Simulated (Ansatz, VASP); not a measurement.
Given: the input of a run of Ansatz 0.2.0 on Sn.

The input input.yaml:

```yaml
crystal:
  lattice:
    - [-1.6912936206, 1.7393011766, 2.2906073406]
    - [1.6912936206, -1.7393011766, 2.2906073406]
    - [1.6912936206, 1.7393011766, -2.2906073406]
  atoms:
    - { symbol: Sn, position: [0.0, 0.0, 0.0] }
kpoints:
  mp_grid: { grid: [11, 11, 11] }
scf:
  occupations: { method: fermi_dirac, width: 0.05 }
hamiltonian:
  xc: lda
  pseudopotentials: { kind: all_electron, lapw: { basis_error: 0.001 } }
output:
  forces: true
  stress: true
  eigenvalues: true
```

Potentials or basis: all-electron LAPW, scalar-relativistic.

Run with:

```bash
$ ansatz run input.yaml --threads 1 --pin off --max-ram 3072MiB --backend cpu --events-out ev --progress --plain --runs-dir out
```

Question: Set up the same calculation for VASP 6.6.1. Potentials there: VASP PAW LDA potentials, release 64 (Sn_d).

Answer: As run (the cutoff follows the program's own potentials):

The input INCAR:

```
SYSTEM = Sn
PREC     = Accurate       ! precision mode
ENCUT    = 520            ! plane-wave cutoff, eV
EDIFF    = 1E-7           ! SCF threshold, eV
ISMEAR   = -1             ! smearing method
SIGMA    = 0.05           ! smearing width, eV
LREAL    = .False.        ! projectors in reciprocal space
LASPH    = .True.         ! aspherical terms in the spheres
NELM     = 80             ! most SCF steps
ALGO     = Fast           ! electronic algorithm
ISIF     = 2              ! what is computed and relaxed
LWAVE    = .False.        ! write WAVECAR
LCHARG   = .False.        ! write CHGCAR
GGA      = CA             ! functional
NBANDS   = 13             ! bands
```

Contents of KPOINTS:

```
regular mesh
0
Gamma
  11 11 11
  0 0 0
```

Contents of POSCAR:

```
Sn
1.0
   -1.6912936206      1.7393011766      2.2906073406
    1.6912936206     -1.7393011766      2.2906073406
    1.6912936206      1.7393011766     -2.2906073406
Sn
1
Direct
    0.0000000000      0.0000000000      0.0000000000
```

Potentials or basis: VASP PAW LDA potentials, release 64 (Sn_d).

Run with:

```console
$ cat potpaw_LDA.64/Sn_d/POTCAR > POTCAR
$ mpirun -np 1 vasp_std > vasp.out
```

Both were run:

|  | VASP | Ansatz | Ansatz less VASP |
| --- | --- | --- | --- |
| gap on the k mesh at the Fermi level (eV) | none | none | - |
| pressure (GPa) | -2.1 | -2.2 | -0.02 |
| traceless stress, the component that is largest in VASP (GPa) | -1.04 | -1.05 | -0.012 |

LDA's correlation is that of Perdew and Zunger in VASP and of Perdew and Wang (1992) in Ansatz. A gap of «none» marks a metal or a gap that the smearing closes. Ansatz ran all-electron here, and VASP with PAW potentials.
